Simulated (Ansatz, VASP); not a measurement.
# Two plane-wave programs on Al2GaP3

```
CELL_PARAMETERS angstrom
3.88588 0.00000 0.00000
-1.94294 3.36527 0.00000
0.00000 0.00000 19.16456
ATOMIC_POSITIONS crystal
Al 0.33333 0.66667 0.00002
Al 0.33333 0.66667 0.66649
Al 0.66667 0.33333 0.16649
Al 0.66667 0.33333 0.50002
Ga 0.33333 0.66667 0.33367
Ga 0.66667 0.33333 0.83367
P 0.33333 0.66667 0.12487
P 0.33333 0.66667 0.45862
P 0.33333 0.66667 0.79133
P 0.66667 0.33333 0.29133
P 0.66667 0.33333 0.62487
P 0.66667 0.33333 0.95862
```

Alike in both runs: functional PBE; k mesh 12 × 12 × 2; occupations gaussian, width 0.02 eV; no spin polarisation.

Ansatz relaxed the structure, and its values are those at the end. VASP's run is a single point on that final structure, the one shown.

|  | VASP | Ansatz |
| --- | --- | --- |
| version | VASP 6.6.1 | Ansatz 0.2.0 |
| potentials or method | VASP PAW PBE potentials, release 64 (Al, Ga_d, P), cutoff 520 eV | scalar-relativistic, plane waves, PAW |
| valence electrons in the cell | 68 | 68 |

VASP gave:

| Quantity | Value |
| --- | --- |
| gap on the k mesh at the Fermi level (eV) | 1.52 |
| least direct gap on the mesh (eV) | 1.85 |
| pressure (GPa) | -0.1 |

Problem. Estimate Ansatz's values.

Solution. gap on the k mesh at the Fermi level (eV): 1.52; least direct gap on the mesh (eV): 1.85; pressure (GPa): 0.0.
